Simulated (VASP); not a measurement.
Wanted: the native input for a VASP 6.6.1 run.

- Task: relaxation of cell and atoms
- Functional: LDA
- Potentials or basis: VASP PAW LDA potentials, release 64 (La, Zn)
- Cutoff: 600 eV
- k mesh: 12 × 12 × 12
- Occupations: fermi-dirac, width 0.05 eV
- Spin: no spin polarisation
- Dipole correction: no
- Further INCAR settings: ALGO = Normal; EDIFF = 1e-06; IBRION = 2; EDIFFG = -0.002; NSW = 100; ISIF = 3

The structure of LaZn lies in POSCAR:

```
LaZn
1.0
    3.7500000000      0.0000000000      0.0000000000
    0.0000000000      3.7500000000      0.0000000000
    0.0000000000      0.0000000000      3.7500000000
La Zn
1 1
Direct
    0.5000000000      0.5000000000      0.5000000000
    0.0000000000      0.0000000000      0.0000000000
```

The input as run:

INCAR

```
SYSTEM = LaZn
ALGO     = Normal         ! electronic algorithm
EDIFF    = 1E-6           ! SCF threshold, eV
EDIFFG   = -0.002         ! ionic threshold
ENCUT    = 600            ! plane-wave cutoff, eV
IBRION   = 2              ! ionic algorithm
ISIF     = 3              ! what is computed and relaxed
ISMEAR   = -1             ! smearing method
LASPH    = .TRUE.         ! aspherical terms in the spheres
LCHARG   = .FALSE.        ! write CHGCAR
LREAL    = .FALSE.        ! projectors in reciprocal space
LWAVE    = .FALSE.        ! write WAVECAR
NELM     = 80             ! most SCF steps
NSW      = 100            ! ionic steps
PREC     = Accurate       ! precision mode
SIGMA    = 0.05           ! smearing width, eV
```

KPOINTS

```
k-points
0
G
  12 12 12
  0 0 0
```

Potentials or basis: VASP PAW LDA potentials, release 64 (La, Zn).

Run with:

```console
$ cat potpaw_LDA.64/La/POTCAR potpaw_LDA.64/Zn/POTCAR > POTCAR
$ mpirun -np 1 vasp_std > vasp.out
```

Results of the run:

```
Relaxed volume                        : 24.21 Å³/atom
Relaxed cell                          : a = 3.645 Å, b = 3.645 Å, c = 3.645 Å, α = 90.00°, β = 90.00°, γ = 90.00°
Space group after relaxing (to 0.1 Å) : Pm-3m (No. 221)
Energy gained by relaxing             : 30.1 meV/atom
Ionic steps                           : 6
Pressure after relaxing               : 0.0 GPa
Band gap on the k mesh                : zero (an odd number of electrons rules out a gap without spin polarisation)
```

Caveat: spin-orbit coupling is left out, which moves the levels of the heavy elements.

It took 6.9 min on 1 thread of AMD EPYC 7R13, with other jobs on the host, peak memory 0.22 GiB.
